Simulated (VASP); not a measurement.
Ag: single point with LDA

Ag:

```xyz
2
Lattice="2.9300 0.0000 0.0000 -1.4650 2.5375 0.0000 0.0000 0.0000 4.6104" Properties=species:S:1:pos:R:3 pbc="T T T"
Ag    0.0000    1.6916    1.1526
Ag    1.4650    0.8458    3.4578
```

This cell differs from its parent crystal: strain -0.0375 x Voigt [0, 0, 1, 0, 0, 0].

```
Program             : VASP 6.6.1
Task                : single point
Functional          : LDA
Potentials or basis : VASP PAW LDA potentials, release 64 (Ag)
Cutoff              : 500 eV
k mesh              : 18 × 18 × 10
Occupations         : methfessel-paxton, width 0.1 eV
Spin                : no spin polarisation
```

- Pressure: -7.1 GPa
- Band gap on the k mesh: zero (band 11 reaches 11.95 eV, above the bottom of band 12 at 4.72 eV)

Stress tensor (GPa, compression positive):
```
-8.13  0.00  0.00
 0.00 -8.13  0.00
 0.00  0.00 -5.01
```

Levels at points of the mesh, in eV from the Fermi level:
```tsv
k point	band 9	band 10	band 11	band 12	band 13	band 14
(0.00, 0.00, 0.00)	-4.16	-3.00	-3.00	-0.10	4.07	15.43
(0.50, 0.00, 0.00)	-2.80	-2.75	0.02	1.38	7.06	7.30
(0.00, 0.00, 0.50)	-3.32	-3.32	-3.32	-3.32	11.93	11.93
(0.50, 0.00, 0.50)	-2.86	-2.86	0.72	0.72	4.48	4.48
```

Run time: 110 s on 1 thread of Intel Xeon 8259CL, on a shared host, peak memory 0.22 GiB.

Caveat: the cell differs from its parent crystal (strain -0.0375 x Voigt [0, 0, 1, 0, 0, 0]).
